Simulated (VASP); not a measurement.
Here is a VASP 6.6.1 calculation.

Contents of INCAR:

```
SYSTEM = Ga
PREC = Accurate
ENCUT = 520
EDIFF = 1E-7
ISMEAR = -1
SIGMA = 0.08
LREAL = .False.
LASPH = .True.
NELM = 100
ALGO = Normal
ISIF = 2
LWAVE = .False.
LCHARG = .False.
GGA = PE
NBANDS = 20
```

File KPOINTS:

```
regular mesh
0
Gamma
  12 12 10
  0 0 0
```

File POSCAR:

```
Ga
1.0
    1.4935000000     -4.1869500000      0.0000000000
    1.4935000000      4.1869500000      0.0000000000
    0.0000000000      0.0000000000      3.1700000000
Ga
2
Direct
    0.8670000000      0.1330000000      0.2500000000
    0.1330000000      0.8670000000      0.7500000000
```

Potentials or basis: VASP PAW PBE potentials, release 64 (Ga_d).

Run with:

```console
$ cat potpaw_PBE.64/Ga_d/POTCAR > POTCAR
$ mpirun -np 1 vasp_std > vasp.out
```

Q: Estimate the band gap on the k mesh.

A: Zero (bands 13 and 14 overlap by 9.17 eV).

Q: What does it give for the pressure?

A: -0.9 GPa.

Q: Estimate the largest force.

A: 0.175 eV/Å.

Forces on the atoms (eV/Å):
```
Ga   0.000  0.175  0.000
Ga   0.000 -0.175  0.000
```

Caveat: the cell differs from its parent crystal (equal xx and yy strain of +3 %).
